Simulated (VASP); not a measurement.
# BN (R3m) in VASP: vibrations by perturbation theory with PBEsol

Aim: the vibrations by perturbation theory of BN with PBEsol.

Everything below comes from runs of VASP 6.6.1. Logs are shortened: lines on timing, memory, paths and dates and some standing lists are left out, and cuts for length are marked.

## (1) The cell of the first run

Symmetry: R3m, No. 160, trigonal system. Conventional cell: a = 2.502 Å, b = 2.502 Å, c = 10.119 Å, α = 90.00°, β = 90.00°, γ = 120.00°. Within 1.9 Å of B (site symmetry 3m) lie 3 N at 1.44 Å. N (site symmetry 3m) has 3 B at 1.44 Å within 1.9 Å.

## (2) Vibrations by perturbation theory, PBEsol

Input file INCAR:

```
PREC = Accurate ; ENCUT = 520
EDIFF = 1E-8 ; ISMEAR = 0
SIGMA = 0.05 ; LREAL = F
LASPH = T ; NELM = 80
ALGO = Normal ; ISIF = 2
LWAVE = F ; LCHARG = T
GGA = PS ; IBRION = 8
NSW = 1
```

Input file KPOINTS:

```
regular mesh
0
Gamma
  12 12 12
```

Input file POSCAR:

```
BN
1.0
    1.2511217832      0.7223354983      3.3729344033
   -1.2511217832      0.7223354983      3.3729344033
    0.0000000000     -1.4446709967      3.3729344033
B N
1 1
Direct
    0.9996712000      0.9996712000      0.9996712000
    0.3327618000      0.3327618000      0.3327618000
```

Potentials or basis: VASP PAW PBE potentials, release 64 (B, N).

On the command line:

```
$ cat potpaw_PBE.64/B/POTCAR potpaw_PBE.64/N/POTCAR > POTCAR
$ mpirun -np 1 vasp_std > vasp.out
```

OUTCAR:

```text
PREC = Accurate
   ENCUT = 520
   EDIFF = 1E-8
   ISMEAR = 0
   LREAL = F
   LASPH = T
   NELM = 80
   ISIF = 2
   GGA = PS
   IBRION = 8
   NSW = 1

 ion  position               nearest neighbor table
   1  1.000  1.000  1.000-   2 1.44   2 1.44   2 1.44
   2  0.333  0.333  0.333-   1 1.44   1 1.44   1 1.44

  LATTYP: Found a trigonal (rhomboedric) cell.
 ALAT       =     3.6692997666
 COS(alpha) =     0.7674786796

  Lattice vectors:

 A1 = (   1.2511217832,   0.7223354983,   3.3729344033)
 A2 = (  -1.2511217832,   0.7223354983,   3.3729344033)
 A3 = (   0.0000000000,  -1.4446709967,   3.3729344033)

Analysis of symmetry for initial positions (statically):
=====================================================================
 Subroutine PRICEL returns:
 Original cell was already a primitive cell.

 Routine SETGRP: Setting up the symmetry group for a
 trigonal (rhombohedral) supercell.

 Subroutine GETGRP returns: Found  6 space group operations
 (whereof  6 operations were pure point group operations)
 out of a pool of 12 trial point group operations.

The static configuration has the point symmetry C_3v.

Analysis of symmetry for dynamics (positions and initial velocities):
=====================================================================
 Subroutine PRICEL returns:
 Original cell was already a primitive cell.

 Routine SETGRP: Setting up the symmetry group for a
 trigonal (rhombohedral) supercell.

 Subroutine GETGRP returns: Found  6 space group operations
 (whereof  6 operations were pure point group operations)
 out of a pool of 12 trial point group operations.

The dynamic configuration has the point symmetry C_3v.

 Subroutine INISYM returns: Found  6 space group operations
 (whereof  6 operations are pure point group operations),
 and found     1 'primitive' translations

----------------------------------------------------------------------------------------

                                     Primitive cell

  volume of cell :      18.2893

  direct lattice vectors                    reciprocal lattice vectors
     1.251121783  0.722335498  3.372934403     0.399641351  0.230733042  0.098825916
    -1.251121783  0.722335498  3.372934403    -0.399641351  0.230733042  0.098825916
     0.000000000 -1.444670997  3.372934403     0.000000000 -0.461466083  0.098825916

  length of vectors
     3.669299767  3.669299767  3.669299767     0.471929558  0.471929558  0.471929558

  position of ions in fractional coordinates (direct lattice)
     0.999671200  0.999671200  0.999671200
     0.332761800  0.332761800  0.332761800

  ion indices of the primitive-cell ions
   primitive index   ion index
                 1           1
                 2           2

----------------------------------------------------------------------------------------

 KPOINTS: regular mesh

Automatic generation of k-mesh.
 Grid dimensions read from file:
 generate k-points for:   12   12   12

 Generating k-lattice:

  Cartesian coordinates                     Fractional coordinates (reciprocal lattice)
     0.033303446  0.019227753  0.008235493     0.083333333  0.000000000  0.000000000
    -0.033303446  0.019227753  0.008235493     0.000000000  0.083333333  0.000000000
     0.000000000 -0.038455507  0.008235493     0.000000000  0.000000000  0.083333333

  Length of vectors
     0.039327463  0.039327463  0.039327463

  Shift w.r.t. Gamma in fractional coordinates (k-lattice)
[... 78 lines left out ...]
   LHFCALC =     F    Hartree Fock is set to
   AEXX    =    0.0000 exact exchange contribution
   IVDW    =     0    specifies the selected vdW correction
   LEPSILON=     F    determine dielectric tensor
   LRPA    =     F    only Hartree local field effects (RPA)
 non-spin polarized calculation
 Gauss-broadening in eV      SIGMA  =   0.05
  energy-cutoff  :      520.00
  volume of cell :       18.29
 maximum number of plane-waves:       517
   NGX = 13   NGY = 13   NGZ = 13

--------------------------------------- Ionic step        1  -------------------------------------------

 number of electron       8.0000000 magnetization

 Free energy of the ion-electron system (eV)
  ---------------------------------------------------
  ext. energy  EPLUGINS =         0.00000000
  ---------------------------------------------------
  free energy    TOTEN  =       -18.28456278 eV

  energy without entropy =      -18.28456278  energy(sigma->0) =      -18.28456278

 E-fermi :   2.3400     XC(G=0): -10.2083

 val. band max:        2.0485064824   @ k =  -0.3333   0.3333   0.0000
 cond. band min:       6.2265698117   @ k =   0.5000   0.5000  -0.0000
 fundamental gap:      4.1780633293
 Fermi energy:         2.3399685613

 k-point     1 :       0.0000    0.0000    0.0000
  band No.  band energies     occupation
      1     -15.6882      2.00000
      2      -2.1554      2.00000
      3       0.7878      2.00000
      4       0.7878      2.00000
      5       7.0184      0.00000
      6      13.6898      0.00000
      7      13.6898      0.00000
      8      15.1652      0.00000
[... 243 lines left out ...]
 k-point    24 :      -0.4167    0.1667    0.0000
  band No.  band energies     occupation
      1     -12.2096      2.00000
      2      -6.5651      2.00000
      3      -3.3583      2.00000
      4       1.7264      2.00000
      5       7.1645      0.00000
      6      13.4628      0.00000
      7      15.4400      0.00000
      8      16.2846      0.00000

 [... further k-points ...]

------------------------ aborting loop because EDIFF is reached ----------------------------------------

  FORCE on cell =-STRESS in cart. coord.  units (eV):
  Direction    XX          YY          ZZ          XY          YZ          ZX
  --------------------------------------------------------------------------------------
  -------------------------------------------------------------------------------------
  Total        0.1558764      0.1558764      0.0374012      0.0000000     -0.0000000      0.0000000
  in kB       13.6550498     13.6550498      3.2764120      0.0000000     -0.0000000      0.0000000
  external PRESSURE =      10.1955039 kB  Pullay stress =       0.0000000 kB

 VOLUME and BASIS-vectors are now :
 -----------------------------------------------------------------------------
  energy-cutoff  :      520.00
  volume of cell :       18.29
      direct lattice vectors                 reciprocal lattice vectors
     1.251121783  0.722335498  3.372934403     0.399641351  0.230733042  0.098825916
    -1.251121783  0.722335498  3.372934403    -0.399641351  0.230733042  0.098825916
     0.000000000 -1.444670997  3.372934403     0.000000000 -0.461466083  0.098825916

 POSITION                                       TOTAL-FORCE (eV/Angst)
 -----------------------------------------------------------------------------------
      0.00000     -0.00000     10.11548         0.000000      0.000000     -0.002637
      0.00000     -0.00000      3.36715         0.000000     -0.000000      0.002637
 -----------------------------------------------------------------------------------
    total drift:                               -0.000000     -0.000000     -0.000068

  FREE ENERGIE OF THE ION-ELECTRON SYSTEM (eV)
  ---------------------------------------------------
  free  energy   TOTEN  =       -18.2845627819 eV

  energy  without entropy=      -18.2845627819  energy(sigma->0) =      -18.28456278

[... ionic steps 2 to 3 ...]

--------------------------------------- Ionic step        4  -------------------------------------------

------------------------ aborting loop because EDIFF is reached ----------------------------------------
[... 11 lines left out ...]
[... ionic steps 8 to 8 ...]

--------------------------------------- Ionic step        9  -------------------------------------------

 Free energy of the ion-electron system (eV)
  ---------------------------------------------------
  ---------------------------------------------------
  free energy    TOTEN  =        -0.24702513 eV

  energy without entropy =       -0.24702513

------------------------ aborting loop because EDIFF is reached ----------------------------------------

 INTERNAL STRAIN TENSOR  FOR ION    2  DIRECTION 3   (eV/Angst):
 -----------------------------------------------------------------------------
    -0.07853  0.00000 -0.00000
     0.00000 -0.07853 -0.00000
    -0.00000 -0.00000  0.38554

 INTERNAL STRAIN TENSOR FOR ION    2 for displacements in x,y,z  (eV/Angst):
          X           Y           Z          XY          YZ          ZX
  --------------------------------------------------------------------------------
  x    -0.00000     0.00000     0.00000    13.18605     0.00000     0.05223
  y    13.18605   -13.18605    -0.00000    -0.00000    -0.03531     0.00000
  z    -0.07853    -0.07853     0.38554     0.00000    -0.00000     0.00000

 SECOND DERIVATIVES (NOT SYMMETRIZED)
 ------------------------------------
               1X          1Y          1Z          2X          2Y          2Z
  1X   -41.888157    0.000000    0.000000   41.888157    0.000000    0.000000
  1Y    -0.000000  -41.888157    0.000000    0.000000   41.888157   -0.000000
  1Z     0.000000    0.000000  -12.642866    0.000000   -0.000000   12.642866
  2X    41.896801   -0.000000    0.000000  -41.896801    0.000000    0.000000
  2Y     0.000000   41.896801   -0.000000   -0.000000  -41.896801    0.000000
  2Z     0.000000   -0.000000   12.633976    0.000000    0.000000  -12.633976

 Eigenvectors and eigenvalues of the dynamical matrix
 ----------------------------------------------------

   1 f  =   40.967013 THz   257.403336 2PiTHz 1366.512473 cm-1   169.425877 meV
             X         Y         Z           dx          dy          dz
      0.000000 -0.000000 10.115476    -0.000000   -0.751154    0.000000
      0.000000 -0.000000  3.367151     0.000000    0.660127   -0.000000
[... 21 lines left out ...]
   6 f/i=    0.003924 THz     0.024658 2PiTHz    0.130903 cm-1     0.016230 meV
             X         Y         Z           dx          dy          dz
      0.000000 -0.000000 10.115476    -0.000000   -0.000000   -0.659957
      0.000000 -0.000000  3.367151    -0.000000   -0.000000   -0.751303

--------------------------------------------------------------------------------------------------------

 ELASTIC MODULI CONTR FROM IONIC RELAXATION (kBar)
 Direction    XX          YY          ZZ          XY          YZ          ZX
 --------------------------------------------------------------------------------
 XX        -362.0317    361.9460      0.2052     -0.0000      0.5555     -0.0000
 YY         361.9460   -362.0317      0.2052      0.0000     -0.5555      0.0000
 ZZ           0.2052      0.2052     -0.9828      0.0000      0.0000      0.0000
 XY          -0.0000      0.0000      0.0000   -361.9889     -0.0000     -0.7860
 YZ           0.5555     -0.5555      0.0000     -0.0000     -0.0009     -0.0000
 ZX          -0.0000      0.0000      0.0000     -0.7860     -0.0000     -0.0017
 --------------------------------------------------------------------------------
```

Wall time 25 min (1 thread of AMD EPYC 7R43 (Zen 3), shared host); peak memory 0.42 GiB.

Results:

- Highest phonon frequency at Γ, LO-TO splitting left out: 1367 cm⁻¹

Phonon frequencies in cm⁻¹ (negative: imaginary):
```tsv
q point	frequencies
(0.000, 0.000, 0.000)	0 0 0 751 1367 1367
```

Caveat: the cell stands under pressure or tension, which shifts response properties; the PAW data sets were made with another functional, which shifts forces and pressure a little.
